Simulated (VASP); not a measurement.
# TaN (P3m1) in VASP: single point with LDA

Aim: the single point of TaN with LDA.

Everything below comes from runs of VASP 6.6.1. Logs are shortened: lines on timing, memory, paths and dates and some standing lists are left out, and cuts for length are marked.

## (1) The cell of the first run

The structure is trigonal, space group P3m1 (No. 156). Conventional cell: a = 2.938 Å, b = 2.938 Å, c = 2.883 Å, α = 90.00°, β = 90.00°, γ = 120.00°. Ta (site symmetry 3m) has 6 N at 2.18 to 2.28 Å and 8 Ta at 2.88 to 2.94 Å within 3.0 Å. Within 3.0 Å of N (site symmetry 3m) lie 6 Ta at 2.18 to 2.28 Å and 8 N at 2.88 to 2.94 Å.

## (2) Single point, LDA (all N atoms moved +0.075 Å, as atom 2 along Cartesian [0 0 1])

The input, INCAR:

```
PREC = Accurate ; ENCUT = 700
EDIFF = 1E-6 ; ISMEAR = 0
SIGMA = 0.15 ; LREAL = False
LASPH = True ; NELM = 120
ALGO = Normal ; ISIF = 2
LWAVE = False ; LCHARG = False
NBANDS = 16 ; GGA_COMPAT = False
```

The input, KPOINTS:

```
regular mesh
0
Gamma
  18 18 16
```

The input, POSCAR:

```
TaN
1.0
    2.9379988584      0.0000000000      0.0000000000
   -1.4689994292      2.5443816477      0.0000000000
    0.0000000000      0.0000000000      2.8830000000
Ta N
1 1
Direct
    0.3333333333      0.6666666667      0.5000000000
    0.0000000000      0.0000000000      0.0260145682
```

Potentials or basis: VASP PAW LDA potentials, release 64 (Ta_sv_GW, N).

Command:

```console
$ cat potpaw_LDA.64/Ta_sv_GW/POTCAR potpaw_LDA.64/N/POTCAR > POTCAR
$ mpirun -np 1 vasp_std > vasp.out
```

OUTCAR:

```text
PREC = Accurate
   ENCUT = 700
   EDIFF = 1E-6
   ISMEAR = 0
   LREAL = False
   LASPH = True
   NELM = 120
   ISIF = 2

 ion  position               nearest neighbor table
   1  0.333  0.667  0.500-   2 2.18   2 2.18   2 2.18   2 2.28   2 2.28   2 2.28
   2  0.000  0.000  0.026-   1 2.18   1 2.18   1 2.18   1 2.28   1 2.28   1 2.28

  LATTYP: Found a hexagonal cell.
 ALAT       =     2.9379988584
 C/A-ratio  =     0.9812801635

  Lattice vectors:

 A1 = (   2.9379988584,   0.0000000000,   0.0000000000)
 A2 = (  -1.4689994292,   2.5443816477,   0.0000000000)
 A3 = (   0.0000000000,   0.0000000000,   2.8830000000)

Analysis of symmetry for initial positions (statically):
=====================================================================
 Subroutine PRICEL returns:
 Original cell was already a primitive cell.

 Routine SETGRP: Setting up the symmetry group for a
 hexagonal supercell.

 Subroutine GETGRP returns: Found  6 space group operations
 (whereof  6 operations were pure point group operations)
 out of a pool of 24 trial point group operations.

The static configuration has the point symmetry C_3v.

Analysis of symmetry for dynamics (positions and initial velocities):
=====================================================================
 Subroutine PRICEL returns:
 Original cell was already a primitive cell.

 Routine SETGRP: Setting up the symmetry group for a
 hexagonal supercell.

 Subroutine GETGRP returns: Found  6 space group operations
 (whereof  6 operations were pure point group operations)
 out of a pool of 24 trial point group operations.

The dynamic configuration has the point symmetry C_3v.

 Subroutine INISYM returns: Found  6 space group operations
 (whereof  6 operations are pure point group operations),
 and found     1 'primitive' translations

----------------------------------------------------------------------------------------

                                     Primitive cell

  volume of cell :      21.5516

  direct lattice vectors                    reciprocal lattice vectors
     2.937998858  0.000000000  0.000000000     0.340367729  0.196511400  0.000000000
    -1.468999429  2.544381648  0.000000000     0.000000000  0.393022800  0.000000000
     0.000000000  0.000000000  2.883000000     0.000000000  0.000000000  0.346860909

  length of vectors
     2.937998858  2.937998858  2.883000000     0.393022800  0.393022800  0.346860909

  position of ions in fractional coordinates (direct lattice)
     0.333333333  0.666666667  0.500000000
     0.000000000  0.000000000  0.026014568

  ion indices of the primitive-cell ions
   primitive index   ion index
                 1           1
                 2           2

----------------------------------------------------------------------------------------

 KPOINTS: regular mesh

Automatic generation of k-mesh.
 Grid dimensions read from file:
 generate k-points for:   18   18   16

 Generating k-lattice:

  Cartesian coordinates                     Fractional coordinates (reciprocal lattice)
     0.018909318  0.010917300  0.000000000     0.055555556 -0.000000000  0.000000000
     0.000000000  0.021834600  0.000000000     0.000000000  0.055555556  0.000000000
     0.000000000  0.000000000  0.021678807     0.000000000  0.000000000  0.062500000

  Length of vectors
     0.021834600  0.021834600  0.021678807

  Shift w.r.t. Gamma in fractional coordinates (k-lattice)
     0.000000000  0.000000000  0.000000000

 Subroutine IBZKPT returns following result:
 ===========================================

 Found    522 irreducible k-points:

 Following reciprocal coordinates:
            Coordinates               Weight
  0.000000  0.000000  0.000000      1.000000
  0.055556  0.000000  0.000000      6.000000
  0.111111  0.000000  0.000000      6.000000
  0.166667  0.000000  0.000000      6.000000
  0.222222 -0.000000  0.000000      6.000000
  0.277778 -0.000000  0.000000      6.000000
[... 16 lines left out ...]
  0.333333  0.111111  0.000000     12.000000
  0.388889  0.111111  0.000000     12.000000
 [... further k-points ...]
   k-points           NKPTS =    522   k-points in BZ     NKDIM =    522   number of bands    NBANDS=     16
   number of dos      NEDOS =    301   number of ions     NIONS =      2
   total plane-waves  NPLWV =  21952
   dimension x,y,z NGX =    28 NGY =   28 NGZ =   28
   dimension x,y,z NGXF=    56 NGYF=   56 NGZF=   56
   ions per type =               1   1
   NGX,Y,Z   is equivalent  to a cutoff of  15.84, 15.84, 16.15 a.u.
   NGXF,Y,Z  is equivalent  to a cutoff of  31.69, 31.69, 32.29 a.u.
 SYSTEM =  unknown system
   PREC   = accura    normal or accurate (medium, high low for compatibility)
   ISTART =      0    job   : 0-new  1-cont  2-samecut
   ICHARG =      2    charge: 1-file 2-atom 10-const
   ISPIN  =      1    spin polarized calculation?
   LNONCOLLINEAR =      F non collinear calculations
   LSORBIT =      F    spin-orbit coupling
   LASPH  =      T    aspherical Exc in radial PAW
   ENCUT  =  700.0 eV  51.45 Ry    7.17 a.u.   6.34  6.34  6.22*2*pi/ulx,y,z
   NELM   =    120;   NELMIN=  2; NELMDL= -5     # of ELM steps
   EDIFF  = 0.1E-05   stopping-criterion for ELM
   LREAL  =      F    real-space projection
   EDIFFG = 0.1E-04   stopping-criterion for IOM
   NSW    =      0    number of steps for IOM
   IBRION =     -1    ionic relax: 0-MD 1-quasi-New 2-CG
   NFREE  =      0    steps in history (QN), initial steepest desc. (CG)
   ISIF   =      2    stress and relaxation
   ISYM   =      2    0-nonsym 1-usesym 2-fastsym
   POTIM  = 0.5000    time-step for ionic-motion
   TEBEG  =    0.0;   TEEND  =   0.0 temperature during run
   PSTRESS=    0.0 pullay stress
   NELECT =      18.0000    total number of electrons
   NUPDOWN=      -1.0000    fix difference up-down
   EMIN   =  10.00;   EMAX   =-10.00  energy-range for DOS
   EFERMI =   0.00;   METHOD = LEGACY
   ISMEAR =     0;   SIGMA  =   0.15  broadening in eV -4-tet -1-fermi 0-gaus
   EFERMI_NEDOS =   21; number of points for ismear=-14 and -15
   IALGO  =     38    algorithm
   IMIX   =      4    mixing-type and parameters
     AMIX     =   0.40;   BMIX     =  1.00
     AMIX_MAG =   1.60;   BMIX_MAG =  1.00
  volume/ion in A,a.u.               =      10.78        72.72
  Fermi-wavevector in a.u.,A,eV,Ry     =   1.541722  2.913433 32.339793  2.376908
  Thomas-Fermi vector in A             =   2.647628
   LORBIT       =      0    0 simple, 1 ext, 2 COOP (PROOUT), +10 PAW based schemes
   GGA     = CA    functional components
   LHFCALC =     F    Hartree Fock is set to
   AEXX    =    0.0000 exact exchange contribution
   IVDW    =     0    specifies the selected vdW correction
   LEPSILON=     F    determine dielectric tensor
   LRPA    =     F    only Hartree local field effects (RPA)
 non-spin polarized calculation
 Gauss-broadening in eV      SIGMA  =   0.15
  energy-cutoff  :      700.00
  volume of cell :       21.55
 maximum number of plane-waves:       930
 NGX is ok and might be reduce to    28
   NGX = 13   NGY = 13   NGZ = 13

 number of electron      17.9999999 magnetization

 Free energy of the ion-electron system (eV)
  ---------------------------------------------------
  ext. energy  EPLUGINS =         0.00000000
  ---------------------------------------------------
  free energy    TOTEN  =       -27.17263672 eV

  energy without entropy =      -27.17191569  energy(sigma->0) =      -27.17227620

 E-fermi :  12.1029     XC(G=0): -13.9728

 val. band max:       12.0678758154   @ k =   0.0000   0.0000   0.4375
 cond. band min:      12.1421115895   @ k =   0.3333   0.3333   0.0000
 fundamental gap:      0.0742357742
 Fermi energy:        12.1029202653

 k-point     1 :       0.0000    0.0000    0.0000
  band No.  band energies     occupation
      1     -55.9650      2.00000
      2     -22.4830      2.00000
      3     -22.2244      2.00000
      4     -22.2244      2.00000
      5      -5.3842      2.00000
      6       7.5474      2.00000
[... 8 lines left out ...]
     15      24.9501      0.00000
     16      28.2873      0.00000

 k-point     2 :       0.0556    0.0000    0.0000
  band No.  band energies     occupation
      1     -55.9627      2.00000
      2     -22.4787      2.00000
      3     -22.2589      2.00000
      4     -22.2318      2.00000
      5      -5.3189      2.00000
      6       7.3185      2.00000
[... 8 lines left out ...]
     15      24.9642      0.00000
     16      28.4178      0.00000

 k-point     3 :       0.1111    0.0000    0.0000
  band No.  band energies     occupation
      1     -55.9559      2.00000
      2     -22.4664      2.00000
      3     -22.3570      2.00000
      4     -22.2529      2.00000
      5      -5.1303      2.00000
      6       6.8290      2.00000
[... 8 lines left out ...]
     15      24.9879      0.00000
     16      28.7745      0.00000

 k-point     4 :       0.1667    0.0000    0.0000
  band No.  band energies     occupation
      1     -55.9455      2.00000
      2     -22.5067      2.00000
      3     -22.4452      2.00000
      4     -22.2851      2.00000
      5      -4.8388      2.00000
      6       6.2200      2.00000
[... 8 lines left out ...]
     15      25.0212      0.00000
     16      29.0844      0.00000
[... 324 lines left out ...]
 k-point    22 :       0.2778    0.1111    0.0000
  band No.  band energies     occupation
      1     -55.9027      2.00000
      2     -23.0269      2.00000
      3     -22.4685      2.00000
      4     -22.3663      2.00000
      5      -3.5773      2.00000
      6       4.5788      2.00000
[... 8 lines left out ...]
     15      25.6347      0.00000
     16      28.0010      0.00000

 k-point    23 :       0.3333    0.1111    0.0000
  band No.  band energies     occupation
      1     -55.8929      2.00000
      2     -23.1418      2.00000
      3     -22.5090      2.00000
      4     -22.3478      2.00000
      5      -3.2636      2.00000
      6       4.2842      2.00000
[... 8 lines left out ...]
     15      25.1875      0.00000
     16      27.5413      0.00000

 k-point    24 :       0.3889    0.1111    0.0000
  band No.  band energies     occupation
      1     -55.8864      2.00000
      2     -23.2157      2.00000
      3     -22.5353      2.00000
      4     -22.3356      2.00000
      5      -3.0519      2.00000
      6       4.1038      2.00000
[... 8 lines left out ...]
     15      24.2259      0.00000
     16      27.7367      0.00000

 [... further k-points ...]

------------------------ aborting loop because EDIFF is reached ----------------------------------------

  FORCE on cell =-STRESS in cart. coord.  units (eV):
  Direction    XX          YY          ZZ          XY          YZ          ZX
  --------------------------------------------------------------------------------------
  -------------------------------------------------------------------------------------
  Total       -1.2209593     -1.2209593     -1.3431451      0.0000000      0.0000000      0.0000000
  in kB      -90.7680997    -90.7680997    -99.8515928      0.0000000      0.0000000      0.0000000
  external PRESSURE =     -93.7959307 kB  Pullay stress =       0.0000000 kB

 VOLUME and BASIS-vectors are now :
 -----------------------------------------------------------------------------
  energy-cutoff  :      700.00
  volume of cell :       21.55
      direct lattice vectors                 reciprocal lattice vectors
     2.937998858  0.000000000  0.000000000     0.340367729  0.196511400  0.000000000
    -1.468999429  2.544381648  0.000000000     0.000000000  0.393022800  0.000000000
     0.000000000  0.000000000  2.883000000     0.000000000  0.000000000  0.346860909

 POSITION                                       TOTAL-FORCE (eV/Angst)
 -----------------------------------------------------------------------------------
     -0.00000      1.69625      1.44150        -0.000000      0.000000      1.021116
      0.00000      0.00000      0.07500         0.000000     -0.000000     -1.021116
 -----------------------------------------------------------------------------------
    total drift:                                0.000000     -0.000000     -0.000029

  FREE ENERGIE OF THE ION-ELECTRON SYSTEM (eV)
  ---------------------------------------------------
  free  energy   TOTEN  =       -27.1726367152 eV

  energy  without entropy=      -27.1719156928  energy(sigma->0) =      -27.17227620
```

Run time: 3.8 min. Hardware: 1 thread of Intel Xeon Platinum 8559C (Emerald Rapids), shared host; peak memory 0.41 GiB.

What came out:

```yaml
Free_energy: -27.1726 eV
Pressure: -9.4 GPa
Largest_force: 1.021 eV/Å
Band_gap_on_the_k_mesh: zero (bands 9 and 10 overlap by 0.42 eV)
```

Forces in eV/Å, atoms in the order of the input:
```
Ta   0.000  0.000  1.021
N    0.000  0.000 -1.021
```

Levels at points of the mesh, in eV from the Fermi level:
```tsv
k point	band 6	band 7	band 8	band 9	band 10	band 11	band 12	band 13
(0.00, 0.00, 0.00)	-4.56	-4.56	-4.38	-2.61	2.37	3.47	3.47	4.14
(0.50, 0.00, 0.00)	-8.20	-5.15	-3.41	-3.14	3.02	4.02	5.01	5.30
(0.00, 0.00, 0.50)	-9.26	-3.76	-3.76	-0.06	-0.06	2.49	3.34	3.34
(0.50, 0.00, 0.50)	-7.30	-6.06	-5.66	-0.24	4.19	5.33	6.09	7.08
```

Caveat: the cell differs from its parent crystal (all N atoms moved +0.075 Å, as atom 2 along Cartesian [0 0 1]); the cell stands under tension; spin-orbit coupling is left out, which moves the levels of the heavy elements; forces of over 1 eV/Å act on the atoms, so gaps and moduli don't describe the material at rest.

The gap in the log of VASP goes by the Fermi energy; the results here count the filled bands.